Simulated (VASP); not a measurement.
# LiF (I4/mmm) in VASP: further runs

LiF is run at these levels: r2SCAN; tasks: single point.

All numbers are computed with VASP 6.6.1; they aren't measurements. Logs are shortened: lines on timing, memory, paths and dates and some standing lists are left out, and cuts for length are marked.

**1. The cell of the first run**

It takes space group I4/mmm (No. 139, tetragonal). The conventional cell has a = 2.976 Å, b = 2.976 Å, c = 4.028 Å, α = 90.00°, β = 90.00°, γ = 90.00°. Within 2.7 Å of Li (site symmetry 4/mmm) lie 6 F at 2.01 to 2.10 Å. Within 2.7 Å of F (site symmetry 4/mmm) lie 6 Li at 2.01 to 2.10 Å.

**2. Single point, r2SCAN (strain +0.0450 x Voigt [1, 1, 0, 0, 0, 0])**

File POSCAR:

```
LiF
1.0
    0.0000000000      2.1046300000      2.0140000000
    2.1046300000      0.0000000000      2.0140000000
    2.1046300000      2.1046300000      0.0000000000
Li F
1 1
Direct
    0.0000000000      0.0000000000      0.0000000000
    0.5000000000      0.5000000000      0.5000000000
```

File INCAR.step1:

```
SYSTEM = LiF
PREC = Accurate
ENCUT = 520
ISMEAR = 0
SIGMA = 0.05
LREAL = .FALSE.
LASPH = .TRUE.
NELM = 100
NBANDS = 12
GGA = PE
ALGO = Normal
EDIFF = 1E-4
LWAVE = .TRUE.
LCHARG = .FALSE.
```

File INCAR.step2:

```
SYSTEM = LiF
PREC = Accurate
ENCUT = 520
EDIFF = 1E-6
ISMEAR = 0
SIGMA = 0.05
LREAL = .FALSE.
LASPH = .TRUE.
NELM = 100
ALGO = Normal
ISIF = 2
LWAVE = .FALSE.
LCHARG = .FALSE.
METAGGA = R2SCAN
LMIXTAU = .TRUE.
NBANDS = 12
ISTART = 1
```

File KPOINTS:

```
Automatic mesh
0
G
  10 10 10
  0 0 0
```

Potentials or basis: VASP PAW PBE potentials, release 64 (Li_sv, F).

Command:

```
cat potpaw_PBE.64/Li_sv/POTCAR potpaw_PBE.64/F/POTCAR > POTCAR
cp INCAR.step1 INCAR
mpirun -np 1 vasp_std > vasp.out
cp INCAR.step2 INCAR
mpirun -np 1 vasp_std > vasp.out
```

OUTCAR:

```text
SYSTEM = LiF
   PREC = Accurate
   ENCUT = 520
   EDIFF = 1E-6
   ISMEAR = 0
   LREAL = .FALSE.
   LASPH = .TRUE.
   NELM = 100
   ISIF = 2
   METAGGA = R2SCAN
   ISTART = 1

 ion  position               nearest neighbor table
   1  0.000  0.000  0.000-   2 2.01   2 2.01   2 2.10   2 2.10   2 2.10   2 2.10
   2  0.500  0.500  0.500-   1 2.01   1 2.01   1 2.10   1 2.10   1 2.10   1 2.10

  LATTYP: Found a body centered tetragonal cell.
 ALAT       =     2.9763962898
 C/A-ratio  =     1.3533144138

  Lattice vectors:

 A1 = (   0.0000000000,  -2.1046300000,  -2.0140000000)
 A2 = (   0.0000000000,   2.1046300000,  -2.0140000000)
 A3 = (   2.1046300000,   0.0000000000,   2.0140000000)

Analysis of symmetry for initial positions (statically):
=====================================================================
 Subroutine PRICEL returns:
 Original cell was already a primitive cell.

 Routine SETGRP: Setting up the symmetry group for a
 body centered tetragonal supercell.

 Subroutine GETGRP returns: Found 16 space group operations
 (whereof 16 operations were pure point group operations)
 out of a pool of 16 trial point group operations.

The static configuration has the point symmetry D_4h.

Analysis of symmetry for dynamics (positions and initial velocities):
=====================================================================
 Subroutine PRICEL returns:
 Original cell was already a primitive cell.

 Routine SETGRP: Setting up the symmetry group for a
 body centered tetragonal supercell.

 Subroutine GETGRP returns: Found 16 space group operations
 (whereof 16 operations were pure point group operations)
 out of a pool of 16 trial point group operations.

The dynamic configuration has the point symmetry D_4h.

 Subroutine INISYM returns: Found 16 space group operations
 (whereof 16 operations are pure point group operations),
 and found     1 'primitive' translations

----------------------------------------------------------------------------------------

                                     Primitive cell

  volume of cell :      17.8419

  direct lattice vectors                    reciprocal lattice vectors
     0.000000000  2.104630000  2.014000000    -0.237571450  0.237571450  0.248262165
     2.104630000  0.000000000  2.014000000     0.237571450 -0.237571450  0.248262165
     2.104630000  2.104630000  0.000000000     0.237571450  0.237571450 -0.248262165

  length of vectors
     2.913016210  2.913016210  2.976396290     0.417749315  0.417749315  0.417749315

  position of ions in fractional coordinates (direct lattice)
     0.000000000  0.000000000  0.000000000
     0.500000000  0.500000000  0.500000000

  ion indices of the primitive-cell ions
   primitive index   ion index
                 1           1
                 2           2

----------------------------------------------------------------------------------------

 KPOINTS: Automatic mesh

Automatic generation of k-mesh.
 Grid dimensions read from file:
 generate k-points for:   10   10   10

 Generating k-lattice:

  Cartesian coordinates                     Fractional coordinates (reciprocal lattice)
    -0.023757145  0.023757145  0.024826216     0.100000000 -0.000000000  0.000000000
     0.023757145 -0.023757145  0.024826216    -0.000000000  0.100000000  0.000000000
     0.023757145  0.023757145 -0.024826216     0.000000000  0.000000000  0.100000000

  Length of vectors
     0.041774931  0.041774931  0.041774931

  Shift w.r.t. Gamma in fractional coordinates (k-lattice)
     0.000000000  0.000000000  0.000000000

 Subroutine IBZKPT returns following result:
 ===========================================

 Found    102 irreducible k-points:

 Following reciprocal coordinates:
            Coordinates               Weight
  0.000000  0.000000  0.000000      1.000000
  0.100000 -0.000000  0.000000      8.000000
  0.200000 -0.000000  0.000000      8.000000
  0.300000 -0.000000  0.000000      8.000000
  0.400000 -0.000000  0.000000      8.000000
  0.500000 -0.000000  0.000000      4.000000
[... 16 lines left out ...]
  0.300000  0.300000  0.000000      2.000000
  0.400000  0.300000  0.000000      8.000000
 [... further k-points ...]
   k-points           NKPTS =    102   k-points in BZ     NKDIM =    102   number of bands    NBANDS=     12
   number of dos      NEDOS =    301   number of ions     NIONS =      2
   total plane-waves  NPLWV =  13824
   dimension x,y,z NGX =    24 NGY =   24 NGZ =   24
   dimension x,y,z NGXF=    48 NGYF=   48 NGZF=   48
   ions per type =               1   1
   NGX,Y,Z   is equivalent  to a cutoff of  13.70, 13.70, 13.41 a.u.
   NGXF,Y,Z  is equivalent  to a cutoff of  27.39, 27.39, 26.81 a.u.
 SYSTEM =  LiF
   PREC   = accura    normal or accurate (medium, high low for compatibility)
   ISTART =      1    job   : 0-new  1-cont  2-samecut
   ICHARG =      0    charge: 1-file 2-atom 10-const
   ISPIN  =      1    spin polarized calculation?
   LNONCOLLINEAR =      F non collinear calculations
   LSORBIT =      F    spin-orbit coupling
   LASPH  =      T    aspherical Exc in radial PAW
   ENCUT  =  520.0 eV  38.22 Ry    6.18 a.u.   5.42  5.42  5.53*2*pi/ulx,y,z
   NELM   =    100;   NELMIN=  2; NELMDL=  0     # of ELM steps
   EDIFF  = 0.1E-05   stopping-criterion for ELM
   LREAL  =      F    real-space projection
   EDIFFG = 0.1E-04   stopping-criterion for IOM
   NSW    =      0    number of steps for IOM
   IBRION =     -1    ionic relax: 0-MD 1-quasi-New 2-CG
   NFREE  =      0    steps in history (QN), initial steepest desc. (CG)
   ISIF   =      2    stress and relaxation
   ISYM   =      2    0-nonsym 1-usesym 2-fastsym
   POTIM  = 0.5000    time-step for ionic-motion
   TEBEG  =    0.0;   TEEND  =   0.0 temperature during run
   PSTRESS=    0.0 pullay stress
   NELECT =      10.0000    total number of electrons
   NUPDOWN=      -1.0000    fix difference up-down
   EMIN   =  10.00;   EMAX   =-10.00  energy-range for DOS
   EFERMI =   0.00;   METHOD = LEGACY
   ISMEAR =     0;   SIGMA  =   0.05  broadening in eV -4-tet -1-fermi 0-gaus
   EFERMI_NEDOS =   21; number of points for ismear=-14 and -15
   IALGO  =     38    algorithm
   IMIX   =      4    mixing-type and parameters
     AMIX     =   0.40;   BMIX     =  1.00
     AMIX_MAG =   1.60;   BMIX_MAG =  1.00
  volume/ion in A,a.u.               =       8.92        60.20
  Fermi-wavevector in a.u.,A,eV,Ry     =   1.349774  2.550704 24.788329  1.821891
  Thomas-Fermi vector in A             =   2.477334
   LORBIT       =      0    0 simple, 1 ext, 2 COOP (PROOUT), +10 PAW based schemes
   METAGGA = R2SCAN    functional components
   LHFCALC =     F    Hartree Fock is set to
   AEXX    =    0.0000 exact exchange contribution
   IVDW    =     0    specifies the selected vdW correction
   LEPSILON=     F    determine dielectric tensor
   LRPA    =     F    only Hartree local field effects (RPA)
 non-spin polarized calculation
 Gauss-broadening in eV      SIGMA  =   0.05
  energy-cutoff  :      520.00
  volume of cell :       17.84
 maximum number of plane-waves:       507
 NGX is ok and might be reduce to    24
   NGX = 11   NGY = 11   NGZ = 11

 number of electron      10.0000013 magnetization

 Free energy of the ion-electron system (eV)
  ---------------------------------------------------
  ext. energy  EPLUGINS =         0.00000000
  ---------------------------------------------------
  free energy    TOTEN  =       -11.84725058 eV

  energy without entropy =      -11.84725058  energy(sigma->0) =      -11.84725058

 E-fermi :  -1.7474     XC(G=0): -10.0804

 val. band max:       -2.1061102840   @ k =   0.0000   0.0000   0.0000
 cond. band min:       7.3070478370   @ k =   0.0000   0.0000   0.0000
 fundamental gap:      9.4131581210
 Fermi energy:        -1.7473540977

 k-point     1 :       0.0000    0.0000    0.0000
  band No.  band energies     occupation
      1     -44.3951      2.00000
      2     -23.0110      2.00000
      3      -2.2141      2.00000
      4      -2.1061      2.00000
      5      -2.1061      2.00000
      6       7.3070      0.00000
      7      22.3313      0.00000
      8      22.3322      0.00000
      9      22.3811      0.00000
     10      22.3811      0.00000
     11      22.7090      0.00000
     12      23.4224      0.00000

 k-point     2 :       0.1000   -0.0000    0.0000
  band No.  band energies     occupation
      1     -44.3914      2.00000
      2     -22.9792      2.00000
      3      -2.4072      2.00000
      4      -2.1805      2.00000
      5      -2.1342      2.00000
      6       7.5931      0.00000
      7      19.6323      0.00000
      8      20.9145      0.00000
      9      21.5975      0.00000
     10      23.5390      0.00000
     11      23.5947      0.00000
     12      24.1073      0.00000

 k-point     3 :       0.2000   -0.0000    0.0000
  band No.  band energies     occupation
      1     -44.3816      2.00000
      2     -22.8939      2.00000
      3      -3.0091      2.00000
      4      -2.2248      2.00000
      5      -2.2065      2.00000
      6       8.2554      0.00000
      7      17.1668      0.00000
      8      19.4180      0.00000
      9      20.2424      0.00000
     10      24.5854      0.00000
     11      24.8048      0.00000
     12      25.1622      0.00000
[... 286 lines left out ...]
 k-point    23 :       0.3000    0.3000    0.0000
  band No.  band energies     occupation
      1     -44.3594      2.00000
      2     -22.6634      2.00000
      3      -3.7903      2.00000
      4      -2.7616      2.00000
      5      -2.7616      2.00000
      6      10.6352      0.00000
      7      15.9680      0.00000
      8      17.9245      0.00000
      9      18.4399      0.00000
     10      18.4404      0.00000
     11      31.8024      0.00000
     12      32.5169      0.00000

 k-point    24 :       0.4000    0.3000    0.0000
  band No.  band energies     occupation
      1     -44.3519      2.00000
      2     -22.5714      2.00000
      3      -4.1628      2.00000
      4      -2.9464      2.00000
      5      -2.8648      2.00000
      6      11.5452      0.00000
      7      14.8597      0.00000
      8      17.3288      0.00000
      9      18.2170      0.00000
     10      19.1981      0.00000
     11      31.8363      0.00000
     12      32.3035      0.00000

 [... further k-points ...]
[... 5 lines left out ...]
  --------------------------------------------------------------------------------------
  -------------------------------------------------------------------------------------
  Total       -0.9378463     -0.9378463     -0.7319489      0.0000000     -0.0000000      0.0000000
  in kB      -84.2172890    -84.2172890    -65.7279899      0.0000000     -0.0000000      0.0000000
  external PRESSURE =     -78.0541893 kB  Pullay stress =       0.0000000 kB

 VOLUME and BASIS-vectors are now :
 -----------------------------------------------------------------------------
  energy-cutoff  :      520.00
  volume of cell :       17.84
      direct lattice vectors                 reciprocal lattice vectors
     0.000000000  2.104630000  2.014000000    -0.237571450  0.237571450  0.248262165
     2.104630000  0.000000000  2.014000000     0.237571450 -0.237571450  0.248262165
     2.104630000  2.104630000  0.000000000     0.237571450  0.237571450 -0.248262165

 POSITION                                       TOTAL-FORCE (eV/Angst)
 -----------------------------------------------------------------------------------
      0.00000      0.00000      0.00000         0.000000      0.000000     -0.000000
      2.10463      2.10463      2.01400        -0.000000     -0.000000      0.000000
 -----------------------------------------------------------------------------------
    total drift:                               -0.000000     -0.000000      0.000000

  FREE ENERGIE OF THE ION-ELECTRON SYSTEM (eV)
  ---------------------------------------------------
  free  energy   TOTEN  =       -11.8472505786 eV

  energy  without entropy=      -11.8472505786  energy(sigma->0) =      -11.84725058
```

It used 34 s of CPU time on 1 thread of Intel(R) Xeon(R) Platinum 8488C (Sapphire Rapids) (shared host).

Results:

- Free energy: -11.8473 eV
- Band gap on the k mesh: 9.41 eV, direct

Caveat: the cell differs from its parent crystal (strain +0.0450 x Voigt [1, 1, 0, 0, 0, 0]); the cutoff is under 1.25 times the usual one of these potentials, so pressure, stress and relaxed cells hold a basis-set (Pulay) error; the PAW data sets were made with another functional, which shifts forces and pressure a little. A k mesh can miss the band edges.

(Continued in part 2 of 2.)
